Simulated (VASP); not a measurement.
# CaSe (Pm-3m) in VASP: settings compared

Aim: see how the results for CaSe move with the level of theory and the settings. Levels: PBE, r2SCAN. Tasks: single point.

All numbers are computed with VASP 6.6.1; they aren't measurements. Logs are shortened: lines on timing, memory, paths and dates and some standing lists are left out, and cuts for length are marked.

## Step 1: The cell of the first run

The structure is cubic, space group Pm-3m (No. 221). The conventional cell has a = 3.723 Å, b = 3.723 Å, c = 3.723 Å, α = 90.00°, β = 90.00°, γ = 90.00°. Within 4.2 Å of Ca (site symmetry m-3m) lie 8 Se at 3.22 Å and 6 Ca at 3.72 Å. Se (site symmetry m-3m) has 8 Ca at 3.22 Å and 6 Se at 3.72 Å within 4.2 Å.

## Step 2: Single point, PBE (volume changed by +6%)

INCAR

```
PREC = Accurate
ENCUT = 520
EDIFF = 1E-7
ISMEAR = 0
SIGMA = 0.01
LREAL = F
LASPH = T
NELM = 80
ALGO = Normal
ISIF = 2
LWAVE = F
LCHARG = F
GGA = PE
NBANDS = 15
```

KPOINTS

```
regular mesh
0
Gamma
  6 6 6
```

POSCAR

```
CaSe
1.0
    3.7228466376      0.0000000000      0.0000000000
    0.0000000000      3.7228466376      0.0000000000
    0.0000000000      0.0000000000      3.7228466376
Ca Se
1 1
Direct
    0.0000000000      0.0000000000      0.0000000000
    0.5000000000      0.5000000000      0.5000000000
```

Potentials or basis: VASP PAW PBE potentials, release 64 (Ca_sv, Se).

Launch:

```bash
$ cat potpaw_PBE.64/Ca_sv/POTCAR potpaw_PBE.64/Se/POTCAR > POTCAR
$ mpirun -np 1 vasp_std > vasp.out
```

OUTCAR:

```text
PREC = Accurate
   ENCUT = 520
   EDIFF = 1E-7
   ISMEAR = 0
   LREAL = F
   LASPH = T
   NELM = 80
   ISIF = 2
   GGA = PE

 ion  position               nearest neighbor table
   1  0.000  0.000  0.000-
   2  0.500  0.500  0.500-

  LATTYP: Found a simple cubic cell.
 ALAT       =     3.7228466376

  Lattice vectors:

 A1 = (   3.7228466376,   0.0000000000,   0.0000000000)
 A2 = (   0.0000000000,   3.7228466376,   0.0000000000)
 A3 = (   0.0000000000,   0.0000000000,   3.7228466376)

Analysis of symmetry for initial positions (statically):
=====================================================================
 Subroutine PRICEL returns:
 Original cell was already a primitive cell.

 Routine SETGRP: Setting up the symmetry group for a
 simple cubic supercell.

 Subroutine GETGRP returns: Found 48 space group operations
 (whereof 48 operations were pure point group operations)
 out of a pool of 48 trial point group operations.

The static configuration has the point symmetry O_h .

Analysis of symmetry for dynamics (positions and initial velocities):
=====================================================================
 Subroutine PRICEL returns:
 Original cell was already a primitive cell.

 Routine SETGRP: Setting up the symmetry group for a
 simple cubic supercell.

 Subroutine GETGRP returns: Found 48 space group operations
 (whereof 48 operations were pure point group operations)
 out of a pool of 48 trial point group operations.

The dynamic configuration has the point symmetry O_h .

 Subroutine INISYM returns: Found 48 space group operations
 (whereof 48 operations are pure point group operations),
 and found     1 'primitive' translations

----------------------------------------------------------------------------------------

                                     Primitive cell

  volume of cell :      51.5971

  direct lattice vectors                    reciprocal lattice vectors
     3.722846638  0.000000000  0.000000000     0.268611656  0.000000000  0.000000000
     0.000000000  3.722846638  0.000000000     0.000000000  0.268611656  0.000000000
     0.000000000  0.000000000  3.722846638     0.000000000  0.000000000  0.268611656

  length of vectors
     3.722846638  3.722846638  3.722846638     0.268611656  0.268611656  0.268611656

  position of ions in fractional coordinates (direct lattice)
     0.000000000  0.000000000  0.000000000
     0.500000000  0.500000000  0.500000000

  ion indices of the primitive-cell ions
   primitive index   ion index
                 1           1
                 2           2

----------------------------------------------------------------------------------------

 KPOINTS: regular mesh

Automatic generation of k-mesh.
 Grid dimensions read from file:
 generate k-points for:    6    6    6

 Generating k-lattice:

  Cartesian coordinates                     Fractional coordinates (reciprocal lattice)
     0.044768609  0.000000000  0.000000000     0.166666667  0.000000000  0.000000000
     0.000000000  0.044768609  0.000000000     0.000000000  0.166666667  0.000000000
     0.000000000  0.000000000  0.044768609     0.000000000  0.000000000  0.166666667

  Length of vectors
     0.044768609  0.044768609  0.044768609

  Shift w.r.t. Gamma in fractional coordinates (k-lattice)
     0.000000000  0.000000000  0.000000000

 Subroutine IBZKPT returns following result:
 ===========================================

 Found     20 irreducible k-points:

 Following reciprocal coordinates:
            Coordinates               Weight
  0.000000  0.000000  0.000000      1.000000
  0.166667  0.000000  0.000000      6.000000
  0.333333  0.000000  0.000000      6.000000
  0.500000  0.000000  0.000000      3.000000
  0.166667  0.166667  0.000000     12.000000
  0.333333  0.166667  0.000000     24.000000
[... 12 lines left out ...]
  0.500000  0.500000  0.333333      6.000000
  0.500000  0.500000  0.500000      1.000000
   k-points           NKPTS =     20   k-points in BZ     NKDIM =     20   number of bands    NBANDS=     15
   number of dos      NEDOS =    301   number of ions     NIONS =      2
   total plane-waves  NPLWV =  21952
   dimension x,y,z NGX =    28 NGY =   28 NGZ =   28
   dimension x,y,z NGXF=    56 NGYF=   56 NGZF=   56
   ions per type =               1   1
   NGX,Y,Z   is equivalent  to a cutoff of  12.50, 12.50, 12.50 a.u.
   NGXF,Y,Z  is equivalent  to a cutoff of  25.01, 25.01, 25.01 a.u.
 SYSTEM =  unknown system
   PREC   = accura    normal or accurate (medium, high low for compatibility)
   ISTART =      0    job   : 0-new  1-cont  2-samecut
   ICHARG =      2    charge: 1-file 2-atom 10-const
   ISPIN  =      1    spin polarized calculation?
   LNONCOLLINEAR =      F non collinear calculations
   LSORBIT =      F    spin-orbit coupling
   LASPH  =      T    aspherical Exc in radial PAW
   ENCUT  =  520.0 eV  38.22 Ry    6.18 a.u.   6.92  6.92  6.92*2*pi/ulx,y,z
   NELM   =     80;   NELMIN=  2; NELMDL= -5     # of ELM steps
   EDIFF  = 0.1E-06   stopping-criterion for ELM
   LREAL  =      F    real-space projection
   EDIFFG = 0.1E-05   stopping-criterion for IOM
   NSW    =      0    number of steps for IOM
   IBRION =     -1    ionic relax: 0-MD 1-quasi-New 2-CG
   NFREE  =      0    steps in history (QN), initial steepest desc. (CG)
   ISIF   =      2    stress and relaxation
   ISYM   =      2    0-nonsym 1-usesym 2-fastsym
   POTIM  = 0.5000    time-step for ionic-motion
   TEBEG  =    0.0;   TEEND  =   0.0 temperature during run
   PSTRESS=    0.0 pullay stress
   NELECT =      16.0000    total number of electrons
   NUPDOWN=      -1.0000    fix difference up-down
   EMIN   =  10.00;   EMAX   =-10.00  energy-range for DOS
   EFERMI =   0.00;   METHOD = LEGACY
   ISMEAR =     0;   SIGMA  =   0.01  broadening in eV -4-tet -1-fermi 0-gaus
   EFERMI_NEDOS =   21; number of points for ismear=-14 and -15
   IALGO  =     38    algorithm
   IMIX   =      4    mixing-type and parameters
     AMIX     =   0.40;   BMIX     =  1.00
     AMIX_MAG =   1.60;   BMIX_MAG =  1.00
  volume/ion in A,a.u.               =      25.80       174.10
  Fermi-wavevector in a.u.,A,eV,Ry     =   1.108085  2.093977 16.705941  1.227852
  Thomas-Fermi vector in A             =   2.244607
   LORBIT       =      0    0 simple, 1 ext, 2 COOP (PROOUT), +10 PAW based schemes
   GGA     = PE    functional components
   LHFCALC =     F    Hartree Fock is set to
   AEXX    =    0.0000 exact exchange contribution
   IVDW    =     0    specifies the selected vdW correction
   LEPSILON=     F    determine dielectric tensor
   LRPA    =     F    only Hartree local field effects (RPA)
 non-spin polarized calculation
 Gauss-broadening in eV      SIGMA  =   0.01
  energy-cutoff  :      520.00
  volume of cell :       51.60
 maximum number of plane-waves:      1409
 NGX is ok and might be reduce to    28
   NGX = 13   NGY = 13   NGZ = 13

 number of electron      15.9999992 magnetization

 Free energy of the ion-electron system (eV)
  ---------------------------------------------------
  ext. energy  EPLUGINS =         0.00000000
  ---------------------------------------------------
  free energy    TOTEN  =        -8.77339492 eV

  energy without entropy =       -8.77339492  energy(sigma->0) =       -8.77339492

 E-fermi :   3.8389     XC(G=0):  -9.2779

 val. band max:        3.6646064751   @ k =   0.5000   0.5000   0.0000
 cond. band min:       4.5221237580   @ k =   0.5000   0.5000   0.0000
 fundamental gap:      0.8575172829
 Fermi energy:         3.8389351727

 k-point     1 :       0.0000    0.0000    0.0000
  band No.  band energies     occupation
      1     -37.7925      2.00000
      2     -18.7289      2.00000
      3     -18.7289      2.00000
      4     -18.7289      2.00000
      5      -9.0251      2.00000
      6       2.8641      2.00000
      7       2.8641      2.00000
      8       2.8641      2.00000
      9       4.9161      0.00000
     10       4.9161      0.00000
     11       5.3524      0.00000
     12       7.9060      0.00000
     13       7.9060      0.00000
     14       7.9060      0.00000
     15      12.5508      0.00000

 k-point     2 :       0.1667    0.0000    0.0000
  band No.  band energies     occupation
      1     -37.7902      2.00000
      2     -18.7637      2.00000
      3     -18.7258      2.00000
      4     -18.7258      2.00000
      5      -8.8859      2.00000
      6       1.3911      2.00000
      7       2.8352      2.00000
      8       2.8352      2.00000
      9       5.0848      0.00000
     10       5.5035      0.00000
     11       6.7132      0.00000
     12       7.9587      0.00000
     13       8.0245      0.00000
     14       8.0245      0.00000
     15      11.9340      0.00000

 k-point     3 :       0.3333    0.0000    0.0000
  band No.  band energies     occupation
      1     -37.7857      2.00000
      2     -18.8322      2.00000
      3     -18.7194      2.00000
      4     -18.7194      2.00000
      5      -8.5791      2.00000
      6      -0.2418      2.00000
      7       2.7720      2.00000
      8       2.7720      2.00000
      9       5.4889      0.00000
     10       6.7155      0.00000
     11       8.0685      0.00000
     12       8.1613      0.00000
     13       8.3881      0.00000
     14       8.3881      0.00000
     15      10.7724      0.00000
[... 271 lines left out ...]
 k-point    19 :       0.5000    0.5000    0.3333
  band No.  band energies     occupation
      1     -37.7684      2.00000
      2     -18.8246      2.00000
      3     -18.8246      2.00000
      4     -18.7915      2.00000
      5      -7.7787      2.00000
      6       0.3336      2.00000
      7       0.3336      2.00000
      8       0.9102      2.00000
      9       6.2539      0.00000
     10       7.1572      0.00000
     11       7.1572      0.00000
     12       8.7830      0.00000
     13       8.8241      0.00000
     14       9.3719      0.00000
     15       9.8492      0.00000

 k-point    20 :       0.5000    0.5000    0.5000
  band No.  band energies     occupation
      1     -37.7663      2.00000
      2     -18.8198      2.00000
      3     -18.8198      2.00000
      4     -18.8198      2.00000
      5      -7.6492      2.00000
      6       0.3171      2.00000
      7       0.3171      2.00000
      8       0.3171      2.00000
      9       7.4324      0.00000
     10       7.4324      0.00000
     11       7.4324      0.00000
     12       8.8397      0.00000
     13       8.8397      0.00000
     14       9.1126      0.00000
     15       9.1126      0.00000

------------------------ aborting loop because EDIFF is reached ----------------------------------------

  FORCE on cell =-STRESS in cart. coord.  units (eV):
  Direction    XX          YY          ZZ          XY          YZ          ZX
  --------------------------------------------------------------------------------------
  -------------------------------------------------------------------------------------
  Total       -0.8050523     -0.8050523     -0.8050523     -0.0000000      0.0000000     -0.0000000
  in kB      -24.9982291    -24.9982291    -24.9982291     -0.0000000      0.0000000     -0.0000000
  external PRESSURE =     -24.9982291 kB  Pullay stress =       0.0000000 kB

 VOLUME and BASIS-vectors are now :
 -----------------------------------------------------------------------------
  energy-cutoff  :      520.00
  volume of cell :       51.60
      direct lattice vectors                 reciprocal lattice vectors
     3.722846638  0.000000000  0.000000000     0.268611656  0.000000000  0.000000000
     0.000000000  3.722846638  0.000000000     0.000000000  0.268611656  0.000000000
     0.000000000  0.000000000  3.722846638     0.000000000  0.000000000  0.268611656

 POSITION                                       TOTAL-FORCE (eV/Angst)
 -----------------------------------------------------------------------------------
      0.00000      0.00000      0.00000         0.000000      0.000000      0.000000
      1.86142      1.86142      1.86142         0.000000      0.000000      0.000000
 -----------------------------------------------------------------------------------
    total drift:                               -0.000000      0.000000      0.000000

  FREE ENERGIE OF THE ION-ELECTRON SYSTEM (eV)
  ---------------------------------------------------
  free  energy   TOTEN  =        -8.7733949198 eV

  energy  without entropy=       -8.7733949198  energy(sigma->0) =       -8.77339492
```

It took 19 s on 1 thread of Intel Xeon Platinum 8488C (Sapphire Rapids), shared host; peak memory 0.16 GiB.

Results:

```
Free energy            : -8.7734 eV
Pressure               : -2.5 GPa
Band gap on the k mesh : 0.86 eV, direct
```

 A k mesh can miss the band edges.

## Step 3: Single point, r2SCAN (volume changed by -6%)

POSCAR

```
CaSe
1.0
    3.5605848117      0.0000000000      0.0000000000
    0.0000000000      3.5605848117      0.0000000000
    0.0000000000      0.0000000000      3.5605848117
Ca Se
1 1
Direct
    0.0000000000      0.0000000000      0.0000000000
    0.5000000000      0.5000000000      0.5000000000
```

INCAR.step1

```
ALGO     = Normal         # electronic algorithm
EDIFF    = 1E-4           # SCF threshold, eV
ENCUT    = 520            # plane-wave cutoff, eV
GGA      = PE             # functional
ISMEAR   = 0              # smearing method
LASPH    = True           # aspherical terms in the spheres
LCHARG   = False          # write CHGCAR
LREAL    = False          # projectors in reciprocal space
LWAVE    = True           # write WAVECAR
NBANDS   = 15             # bands
NELM     = 80             # most SCF steps
PREC     = Accurate       # precision mode
SIGMA    = 0.01           # smearing width, eV
```

INCAR.step2

```
ALGO     = Normal         # electronic algorithm
EDIFF    = 1E-6           # SCF threshold, eV
ENCUT    = 520            # plane-wave cutoff, eV
ISIF     = 2              # what is computed and relaxed
ISMEAR   = 0              # smearing method
ISTART   = 1            
LASPH    = True           # aspherical terms in the spheres
LCHARG   = False          # write CHGCAR
LMIXTAU  = True         
LREAL    = False          # projectors in reciprocal space
LWAVE    = False          # write WAVECAR
METAGGA  = R2SCAN         # meta-GGA
NBANDS   = 15             # bands
NELM     = 80             # most SCF steps
PREC     = Accurate       # precision mode
SIGMA    = 0.01           # smearing width, eV
```

KPOINTS

```
k-points
0
Gamma
  6 6 6
```

Potentials or basis: VASP PAW PBE potentials, release 64 (Ca_sv, Se).

Launch:

```bash
$ cat potpaw_PBE.64/Ca_sv/POTCAR potpaw_PBE.64/Se/POTCAR > POTCAR
$ cp INCAR.step1 INCAR
$ mpirun -np 1 vasp_std > vasp.out
$ cp INCAR.step2 INCAR
$ mpirun -np 1 vasp_std > vasp.out
```

It took 60 s on 1 thread of Intel Xeon Platinum 8488C (Sapphire Rapids), shared host; peak memory 0.16 GiB.

The run converged. Its results:

```yaml
Free_energy: -25.1820 eV
Pressure: 4.1 GPa
Band_gap_on_the_k_mesh: 1.14 eV, direct
```

Levels at points of the mesh, in eV from the valence-band top:
```
           k point  band 4  band 5  band 6  band 7  band 8  band 9  band 10  band 11  band 12  band 13
(0.00, 0.00, 0.00)  -22.96  -13.82   -0.94   -0.94   -0.94    1.34     1.34     3.31     4.96     4.96
(0.50, 0.00, 0.00)  -22.94  -12.93   -5.30   -1.16   -1.16    2.41     5.27     5.46     5.70     6.05
(0.50, 0.50, 0.00)  -22.92  -12.59   -3.89   -3.89    0.00    1.14     3.56     3.60     3.60     6.04
(0.50, 0.50, 0.50)  -23.10  -11.88   -4.10   -4.10   -4.10    4.47     4.47     4.47     6.12     6.12
```

Caveat: the PAW data sets were made with another functional, which shifts forces and pressure a little. A k mesh can miss the band edges.

## Step 4: Single point, r2SCAN (volume changed by -3%)

POSCAR

```
CaSe
1.0
    3.5980674063      0.0000000000      0.0000000000
    0.0000000000      3.5980674063      0.0000000000
    0.0000000000      0.0000000000      3.5980674063
Ca Se
1 1
Direct
    0.0000000000      0.0000000000      0.0000000000
    0.5000000000      0.5000000000      0.5000000000
```

INCAR.step1

```
  ALGO = Normal
  EDIFF = 1E-4
  ENCUT = 520
  GGA = PE
  ISMEAR = 0
  LASPH = True
  LCHARG = False
  LREAL = False
  LWAVE = True
  NBANDS = 15
  NELM = 80
  PREC = Accurate
  SIGMA = 0.01
```

INCAR.step2

```
  ALGO = Normal
  EDIFF = 1E-6
  ENCUT = 520
  ISIF = 2
  ISMEAR = 0
  ISTART = 1
  LASPH = True
  LCHARG = False
  LMIXTAU = True
  LREAL = False
  LWAVE = False
  METAGGA = R2SCAN
  NBANDS = 15
  NELM = 80
  PREC = Accurate
  SIGMA = 0.01
```

KPOINTS is that of step 3.

Launch:

```bash
$ cat potpaw_PBE.64/Ca_sv/POTCAR potpaw_PBE.64/Se/POTCAR > POTCAR
$ cp INCAR.step1 INCAR
$ mpirun -np 1 vasp_std > vasp.out
$ cp INCAR.step2 INCAR
$ mpirun -np 1 vasp_std > vasp.out
```

It took 61 s on 1 thread of Intel Xeon Platinum 8488C (Sapphire Rapids), shared host; peak memory 0.16 GiB.

It converged, with:

* Free energy: -25.2099 eV
* Pressure: 2.0 GPa
* Band gap on the k mesh: 1.19 eV, direct

Levels at points of the mesh, in eV from the valence-band top:
```
           k point  band 6  band 7  band 8  band 9  band 10  band 11
(0.00, 0.00, 0.00)   -0.91   -0.91   -0.91    1.44     1.44     3.10
(0.50, 0.00, 0.00)   -5.12   -1.09   -1.09    2.45     5.20     5.37
(0.50, 0.50, 0.00)   -3.76   -3.76    0.00    1.19     3.52     3.62
(0.50, 0.50, 0.50)   -3.93   -3.93   -3.93    4.43     4.43     4.43
```

Caveat: the PAW data sets were made with another functional, which shifts forces and pressure a little.

## Step 5: The runs side by side

| level | cell | gap on the mesh (eV) | pressure (GPa) |
| --- | --- | --- | --- |
| PBE | a = 3.723 Å, 2 atoms | 0.86 | -2.5 |
| r2SCAN | a = 3.561 Å, 2 atoms | 1.14 | 4.1 |
| r2SCAN | a = 3.598 Å, 2 atoms | 1.19 | 2.0 |

Alike in all rows: task single point; potentials or basis VASP PAW PBE potentials, release 64 (Ca_sv, Se); no spin polarisation; k mesh 6 × 6 × 6; cutoff (eV) 520; smearing gaussian 0.01 eV.

Caveats: the PAW data sets were made with another functional, which shifts forces and pressure a little (some runs).

Absolute energies hang on the potentials; compare differences alone.
